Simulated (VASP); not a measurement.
# Al (Im-3m) in VASP: further runs

Aim: see how the results for Al move with the level of theory and the settings. Levels: BLYP, PBE, r2SCAN. Tasks: single point.

Everything below comes from runs of VASP 6.6.1. Logs are shortened: lines on timing, memory, paths and dates and some standing lists are left out, and cuts for length are marked.

**1. The cell of the first run**

Symmetry: Im-3m, No. 229, cubic system. Conventional cell: a = 3.428 Å, b = 3.428 Å, c = 3.428 Å, α = 90.00°, β = 90.00°, γ = 90.00°. Al (site symmetry m-3m) has 14 Al at 2.97 to 3.43 Å within 3.9 Å.

**2. Single point, BLYP, collinear spin, ferromagnetic start (volume scaled by 1.25)**

The input, INCAR:

```
  PREC = Accurate
  ENCUT = 520
  EDIFF = 1E-6
  ISMEAR = 1
  SIGMA = 0.1
  LREAL = F
  LASPH = T
  NELM = 150
  ALGO = Normal
  ISIF = 2
  LWAVE = F
  LCHARG = F
  ISPIN = 2
  MAGMOM = 0.5
  LORBIT = 11
  GGA = B5
  ALDAX = 1.0
  AGGAX = 1.0
  AGGAC = 1.0
  ALDAC = 0.0
  NBANDS = 12
```

The input, KPOINTS:

```
regular mesh
0
Gamma
  12 12 12
```

The input, POSCAR:

```
Al
1.0
    2.9688881500      0.0000000000      0.0000000000
   -0.9896293833      2.7990945913      0.0000000000
   -0.9896293833     -1.3995472956      2.4240870236
Al
1
Direct
    0.0000000000      0.0000000000      0.0000000000
```

Potentials or basis: VASP PAW PBE potentials, release 64 (Al).

Run with:

```
cat potpaw_PBE.64/Al/POTCAR > POTCAR
mpirun -np 1 vasp_std > vasp.out
```

OUTCAR:

```text
PREC = Accurate
   ENCUT = 520
   EDIFF = 1E-6
   ISMEAR = 1
   LREAL = F
   LASPH = T
   NELM = 150
   ISIF = 2
   ISPIN = 2
   LORBIT = 11
   GGA = B5

 ion  position               nearest neighbor table
   1  0.000  0.000  0.000-

  LATTYP: Found a body centered cubic cell.
 ALAT       =     3.4281767451

  Lattice vectors:

 A1 = (   2.9688881500,   0.0000000000,   0.0000000000)
 A2 = (  -0.9896293833,   2.7990945913,   0.0000000000)
 A3 = (  -0.9896293833,  -1.3995472956,   2.4240870236)

Analysis of symmetry for initial positions (statically):
=====================================================================
 Subroutine PRICEL returns:
 Original cell was already a primitive cell.

 Routine SETGRP: Setting up the symmetry group for a
 body centered cubic supercell.

 Subroutine GETGRP returns: Found 48 space group operations
[... 9 lines left out ...]

 Routine SETGRP: Setting up the symmetry group for a
 body centered cubic supercell.

 Subroutine GETGRP returns: Found 48 space group operations
 (whereof 48 operations were pure point group operations)
 out of a pool of 48 trial point group operations.

The dynamic configuration has the point symmetry O_h .

Analysis of structural, dynamic, and magnetic symmetry:
=====================================================================
 Subroutine PRICEL returns:
 Original cell was already a primitive cell.

 Routine SETGRP: Setting up the symmetry group for a
 body centered cubic supercell.

 Subroutine GETGRP returns: Found 48 space group operations
 (whereof 48 operations were pure point group operations)
 out of a pool of 48 trial point group operations.

The overall configuration has the point symmetry O_h .

 Subroutine INISYM returns: Found 48 space group operations
[... 5 lines left out ...]
                                     Primitive cell

  volume of cell :      20.1446

  direct lattice vectors                    reciprocal lattice vectors
     2.968888150  0.000000000  0.000000000     0.336826431  0.119086127  0.206263222
    -0.989629383  2.799094591  0.000000000     0.000000000  0.357258380  0.206263222
    -0.989629383 -1.399547296  2.424087024     0.000000000  0.000000000  0.412526444

  length of vectors
     2.968888150  2.968888150  2.968888150     0.412526444  0.412526444  0.412526444

  position of ions in fractional coordinates (direct lattice)
     0.000000000  0.000000000  0.000000000

  ion indices of the primitive-cell ions
   primitive index   ion index
                 1           1

----------------------------------------------------------------------------------------

 KPOINTS: regular mesh

Automatic generation of k-mesh.
 Grid dimensions read from file:
[... 96 lines left out ...]
 spin polarized calculation
 Methfessel and Paxton  Order N= 1 SIGMA  =   0.10
  energy-cutoff  :      520.00
  volume of cell :       20.14
 maximum number of plane-waves:       555
 NGX is ok and might be reduce to    24
   NGX = 11   NGY = 11   NGZ = 11

 number of electron       3.0000000 magnetization       0.0013539

 number of electron       3.0000000 magnetization      -0.0002196

 Free energy of the ion-electron system (eV)
  ---------------------------------------------------
  ext. energy  EPLUGINS =         0.00000000
  ---------------------------------------------------
  free energy    TOTEN  =        -2.59088242 eV

  energy without entropy =       -2.59071488  energy(sigma->0) =       -2.59082657

 E-fermi :   6.4706     XC(G=0):  -8.9460

 val. band max:        6.4033096143   @ k =   0.3333   0.2500   0.0833
 cond. band min:       6.4971898370   @ k =   0.2500   0.2500   0.0833
 fundamental gap:      0.0938802227
 Fermi energy:         6.4705827730

 spin component 1

 k-point     1 :       0.0000    0.0000    0.0000
  band No.  band energies     occupation
      1      -3.2666      1.00000
      2      18.2380      0.00000
      3      18.2380      0.00000
      4      18.2380      0.00000
      5      18.5647      0.00000
      6      18.5647      0.00000
      7      18.5647      0.00000
      8      21.5214      0.00000
      9      21.5214      0.00000
     10      23.7114      0.00000
     11      23.7114      0.00000
     12      23.7114      0.00000
[... 333 lines left out ...]
      1       3.1216      1.00000
      2       3.3549      1.00000
      3      10.9144      0.00000
      4      11.2086      0.00000
      5      18.8329      0.00000
      6      19.0368      0.00000
      7      25.2166      0.00000
      8      25.8125      0.00000
      9      27.2932      0.00000
     10      28.9946      0.00000
     11      30.5280      0.00000
     12      36.6313      0.00000

 [... further k-points ...]

 spin component 2

 k-point     1 :       0.0000    0.0000    0.0000
  band No.  band energies     occupation
      1      -3.2668      1.00000
      2      18.2377      0.00000
      3      18.2377      0.00000
      4      18.2377      0.00000
      5      18.5645      0.00000
      6      18.5645      0.00000
      7      18.5645      0.00000
      8      21.5212      0.00000
      9      21.5212      0.00000
     10      23.7112      0.00000
     11      23.7112      0.00000
     12      23.7112      0.00000
[... 333 lines left out ...]
      1       3.1214      1.00000
      2       3.3547      1.00000
      3      10.9142      0.00000
      4      11.2084      0.00000
      5      18.8327      0.00000
      6      19.0366      0.00000
      7      25.2164      0.00000
      8      25.8123      0.00000
      9      27.2930      0.00000
     10      28.9944      0.00000
     11      30.5278      0.00000
     12      36.6311      0.00000

 [... further k-points ...]
[... 5 lines left out ...]
  --------------------------------------------------------------------------------------
  -------------------------------------------------------------------------------------
  Total       -0.4706043     -0.4706043     -0.4706043     -0.0000000     -0.0000000     -0.0000000
  in kB      -37.4288807    -37.4288807    -37.4288807     -0.0000000     -0.0000000     -0.0000000
  external PRESSURE =     -37.4288807 kB  Pullay stress =       0.0000000 kB

 VOLUME and BASIS-vectors are now :
 -----------------------------------------------------------------------------
  energy-cutoff  :      520.00
  volume of cell :       20.14
      direct lattice vectors                 reciprocal lattice vectors
     2.968888150  0.000000000  0.000000000     0.336826431  0.119086127  0.206263222
    -0.989629383  2.799094591  0.000000000     0.000000000  0.357258380  0.206263222
    -0.989629383 -1.399547296  2.424087024     0.000000000  0.000000000  0.412526444

 POSITION                                       TOTAL-FORCE (eV/Angst)
 -----------------------------------------------------------------------------------
      0.00000      0.00000      0.00000        -0.000000     -0.000000      0.000000
 -----------------------------------------------------------------------------------
    total drift:                               -0.000000      0.000000      0.000000

  FREE ENERGIE OF THE ION-ELECTRON SYSTEM (eV)
  ---------------------------------------------------
  free  energy   TOTEN  =        -2.5908824174 eV

  energy  without entropy=       -2.5907148765  energy(sigma->0) =       -2.59082657

 total charge

# of ion       s       p       d       tot
------------------------------------------
    1        0.481   0.269   0.000   0.749

 magnetization (x)

# of ion       s       p       d       tot
------------------------------------------
    1       -0.000  -0.000   0.000  -0.000
```

Wall time 20 s (1 thread of Intel Xeon 6975P-C, shared host); peak memory 0.15 GiB.

What came out:

* Free energy: -2.5909 eV
* Pressure: -3.7 GPa
* Net moment: 0.00 μB per cell
* Valence electrons inside the program's atomic spheres: Al 0.75

Caveat: the cell differs from its parent crystal (volume scaled by 1.25); the PAW data sets were made with another functional, which shifts forces and pressure a little.

**3. Single point, PBE**

This run uses another cell than the first one, of 15.79 Å³/atom, 0.784 times its volume.

The input, INCAR:

```
PREC     = Accurate       # precision mode
ENCUT    = 500            # plane-wave cutoff, eV
EDIFF    = 1E-6           # SCF threshold, eV
ISMEAR   = -1             # smearing method
SIGMA    = 0.05           # smearing width, eV
LREAL    = F              # projectors in reciprocal space
LASPH    = T              # aspherical terms in the spheres
NELM     = 120            # most SCF steps
ALGO     = Normal         # electronic algorithm
ISIF     = 2              # what is computed and relaxed
LWAVE    = F              # write WAVECAR
LCHARG   = F              # write CHGCAR
GGA      = PE             # functional
NBANDS   = 8              # bands
GGA_COMPAT= F
```

KPOINTS is that of step 2.

The input, POSCAR:

```
Al
1.0
   -1.5805390481      1.5805390481      1.5805390481
    1.5805390481     -1.5805390481      1.5805390481
    1.5805390481      1.5805390481     -1.5805390481
Al
1
Direct
    0.0000000000      0.0000000000      0.0000000000
```

Potentials or basis: VASP PAW PBE potentials, release 64 (Al).

Run with:

```
cat potpaw_PBE.64/Al/POTCAR > POTCAR
mpirun -np 1 vasp_std > vasp.out
```

Wall time 8.8 s (1 thread of Intel Xeon 8259CL, shared host); peak memory 0.12 GiB.

Results (log left out):

- Free energy: -3.6281 eV
- Pressure: 5.6 GPa

Levels at points of the mesh, in eV from the Fermi level:
```
           k point  band 1  band 2  band 3  band 4
(0.00, 0.00, 0.00)  -11.43   13.55   13.55   13.55
(0.50, 0.00, 0.00)   -4.48   -3.90    8.38    8.51
(0.50, 0.50, 0.50)    1.95    1.95    1.95    2.93
```

**4. Single point, PBE**

This run uses another cell than the first one, of 16.44 Å³/atom, 0.816 times its volume.

The input, INCAR:

```
PREC = Accurate
ENCUT = 500
EDIFF = 1E-6
ISMEAR = -1
SIGMA = 0.05
LREAL = F
LASPH = T
NELM = 120
ALGO = Normal
ISIF = 2
LWAVE = F
LCHARG = F
GGA = PE
NBANDS = 8
GGA_COMPAT = F
```

The input, KPOINTS:

```
Automatic mesh
0
Gamma
  12 12 12
```

The input, POSCAR:

```
Al
1.0
   -1.6017568692      1.6017568692      1.6017568692
    1.6017568692     -1.6017568692      1.6017568692
    1.6017568692      1.6017568692     -1.6017568692
Al
1
Direct
    0.0000000000      0.0000000000      0.0000000000
```

Potentials or basis: VASP PAW PBE potentials, release 64 (Al).

Run with:

```
cat potpaw_PBE.64/Al/POTCAR > POTCAR
mpirun -np 1 vasp_std > vasp.out
```

OUTCAR:

```text
PREC = Accurate
   ENCUT = 500
   EDIFF = 1E-6
   ISMEAR = -1
   LREAL = F
   LASPH = T
   NELM = 120
   ISIF = 2
   GGA = PE

 ion  position               nearest neighbor table
   1  0.000  0.000  0.000-

  LATTYP: Found a body centered cubic cell.
 ALAT       =     3.2035137384

  Lattice vectors:

 A1 = (  -1.6017568692,   1.6017568692,   1.6017568692)
 A2 = (   1.6017568692,  -1.6017568692,   1.6017568692)
 A3 = (   1.6017568692,   1.6017568692,  -1.6017568692)

[... 432 lines left out ...]
  band No.  band energies     occupation
      1       4.0794      2.00000
      2       4.5683      2.00000
      3      12.9952      0.00000
      4      13.6417      0.00000
      5      22.0281      0.00000
      6      22.5703      0.00000
      7      29.0271      0.00000
      8      30.3103      0.00000

 [... further k-points ...]
[... 5 lines left out ...]
  --------------------------------------------------------------------------------------
  -------------------------------------------------------------------------------------
  Total        0.2251876      0.2251876      0.2251876     -0.0000000      0.0000000      0.0000000
  in kB       21.9485248     21.9485248     21.9485248     -0.0000000      0.0000000      0.0000000
  external PRESSURE =      21.9485248 kB  Pullay stress =       0.0000000 kB

 VOLUME and BASIS-vectors are now :
 -----------------------------------------------------------------------------
  energy-cutoff  :      500.00
  volume of cell :       16.44
      direct lattice vectors                 reciprocal lattice vectors
    -1.601756869  1.601756869  1.601756869     0.000000000  0.312157238  0.312157238
     1.601756869 -1.601756869  1.601756869     0.312157238  0.000000000  0.312157238
     1.601756869  1.601756869 -1.601756869     0.312157238  0.312157238  0.000000000

 POSITION                                       TOTAL-FORCE (eV/Angst)
 -----------------------------------------------------------------------------------
      0.00000      0.00000      0.00000         0.000000     -0.000000      0.000000
 -----------------------------------------------------------------------------------
    total drift:                                0.000000      0.000000     -0.000000

  FREE ENERGIE OF THE ION-ELECTRON SYSTEM (eV)
  ---------------------------------------------------
  free  energy   TOTEN  =        -3.6435319278 eV

  energy  without entropy=       -3.6395067656  energy(sigma->0) =       -3.64151935
```

stdout:

```text
POSCAR found type information on POSCAR Al
 POSCAR found :  1 types and       1 ions
 scaLAPACK will be used
 LDA part: xc-table for (Slater+PW92), standard interpolation
 POSCAR, INCAR and KPOINTS ok, starting setup
 FFT: planning ... GRIDC
 FFT: planning ... GRID_SOFT
 FFT: planning ... GRID
 WAVECAR not read
 entering main loop
```

Wall time 8.1 s (1 thread of Intel Xeon 8259CL, shared host); peak memory 0.12 GiB.

Results:

```
Free energy : -3.6435 eV
Pressure    : 2.2 GPa
```

**5. Single point, r2SCAN (volume scaled by 0.96)**

The input, POSCAR:

```
Al
1.0
   -1.5697130985      1.5697130985      1.5697130985
    1.5697130985     -1.5697130985      1.5697130985
    1.5697130985      1.5697130985     -1.5697130985
Al
1
Direct
    0.0000000000      0.0000000000      0.0000000000
```

The input, INCAR.step1:

```
SYSTEM = Al
ALGO = Normal
EDIFF = 1E-5
ENCUT = 550
GGA = PE
GGA_COMPAT = .FALSE.
ISMEAR = -1
LASPH = .TRUE.
LCHARG = .FALSE.
LREAL = .FALSE.
LWAVE = .TRUE.
NBANDS = 8
NELM = 120
PREC = Accurate
SIGMA = 0.05
```

The input, INCAR.step2:

```
SYSTEM = Al
ALGO = Normal
EDIFF = 1E-6
ENCUT = 550
GGA_COMPAT = .FALSE.
ISIF = 2
ISMEAR = -1
ISTART = 1
LASPH = .TRUE.
LCHARG = .FALSE.
LMIXTAU = .TRUE.
LREAL = .FALSE.
LWAVE = .FALSE.
METAGGA = R2SCAN
NBANDS = 8
NELM = 120
PREC = Accurate
SIGMA = 0.05
```

The input, KPOINTS:

```
k-points
0
G
  12 12 12
  0 0 0
```

Run with:

```
cat potpaw_PBE.64/Al/POTCAR > POTCAR
cp INCAR.step1 INCAR
mpirun -np 1 vasp_std > vasp.out
cp INCAR.step2 INCAR
mpirun -np 1 vasp_std > vasp.out
```

Run time: 12 s. Hardware: 1 thread of Intel Xeon 6975P-C (Granite Rapids), shared host; peak memory 0.13 GiB.

It converged, with:

```
Free energy : -6.6127 eV
Pressure    : 3.8 GPa
```

Levels at points of the mesh, in eV from the Fermi level:
```tsv
k point	band 1	band 2	band 3	band 4
(0.00, 0.00, 0.00)	-12.32	14.45	14.45	14.45
(0.50, 0.00, 0.00)	-4.96	-4.08	8.84	9.36
(0.50, 0.50, 0.50)	2.13	2.13	2.13	2.87
```

Caveat: the cell differs from its parent crystal (volume scaled by 0.96); the PAW data sets were made with another functional, which shifts forces and pressure a little.

**6. Single point, r2SCAN**

This run uses another cell than the first one, of 16.12 Å³/atom, 0.800 times its volume.

The input, POSCAR:

```
Al
1.0
   -1.5912186900      1.5912186900      1.5912186900
    1.5912186900     -1.5912186900      1.5912186900
    1.5912186900      1.5912186900     -1.5912186900
Al
1
Direct
    0.0000000000      0.0000000000      0.0000000000
```

The input, INCAR.step1:

```
SYSTEM = Al
  PREC = Accurate
  ENCUT = 550
  ISMEAR = -1
  SIGMA = 0.05
  LREAL = .FALSE.
  LASPH = .TRUE.
  NELM = 120
  NBANDS = 8
  GGA = PE
  ALGO = Normal
  EDIFF = 1E-5
  LWAVE = .TRUE.
  LCHARG = .FALSE.
  GGA_COMPAT = .FALSE.
```

The input, INCAR.step2:

```
SYSTEM = Al
  PREC = Accurate
  ENCUT = 550
  EDIFF = 1E-6
  ISMEAR = -1
  SIGMA = 0.05
  LREAL = .FALSE.
  LASPH = .TRUE.
  NELM = 120
  ALGO = Normal
  ISIF = 2
  LWAVE = .FALSE.
  LCHARG = .TRUE.
  METAGGA = R2SCAN
  LMIXTAU = .TRUE.
  LELF = .TRUE.
  LVHAR = .TRUE.
  NBANDS = 8
  ISTART = 1
  GGA_COMPAT = .FALSE.
```

The input, KPOINTS:

```
Automatic mesh
0
G
  12 12 12
  0 0 0
```

Potentials or basis: VASP PAW PBE potentials, release 64 (Al).

Run with:

```
cat potpaw_PBE.64/Al/POTCAR > POTCAR
cp INCAR.step1 INCAR
mpirun -np 1 vasp_std > vasp.out
cp INCAR.step2 INCAR
mpirun -np 1 vasp_std > vasp.out
```

Run time: 19 s. Hardware: 1 thread of Intel Xeon Platinum 8375C at 2.90GHz (Ice Lake), shared host; peak memory 0.14 GiB.

Results (log left out):

| Property | Result |
| --- | --- |
| Free energy | -6.6203 eV |
| Pressure | 0.1 GPa |

Levels at points of the mesh, in eV from the Fermi level:
| k point | band 1 | band 2 | band 3 | band 4 |
| --- | --- | --- | --- | --- |
| (0.00, 0.00, 0.00) | -12.02 | 14.19 | 14.19 | 14.19 |
| (0.50, 0.00, 0.00) | -4.80 | -4.03 | 8.74 | 9.02 |
| (0.50, 0.50, 0.50) | 2.05 | 2.05 | 2.05 | 2.93 |

Caveat: the PAW data sets were made with another functional, which shifts forces and pressure a little.

**7. Summary**

```csv
level,spin,cell,cutoff (eV),smearing,gap on the mesh (eV),pressure (GPa)
BLYP,"collinear, ferromagnetic start","a = 2.969 Å, angles 109.5°, 1 atom",520,methfessel-paxton 0.1 eV,none,-3.7
PBE,off,"a = 2.738 Å, angles 109.5°, 1 atom",500,fermi-dirac 0.05 eV,none,5.6
PBE,off,"a = 2.774 Å, angles 109.5°, 1 atom",500,fermi-dirac 0.05 eV,none,2.2
r2SCAN,off,"a = 2.719 Å, angles 109.5°, 1 atom",550,fermi-dirac 0.05 eV,none,3.8
r2SCAN,off,"a = 2.756 Å, angles 109.5°, 1 atom",550,fermi-dirac 0.05 eV,none,0.1
```

Alike in all rows: task single point; potentials or basis VASP PAW PBE potentials, release 64 (Al); k mesh 12 × 12 × 12.

Caveats: the PAW data sets were made with another functional, which shifts forces and pressure a little (some runs).

Total energies depend on the potentials used, so only differences within one code and one set of settings carry meaning.
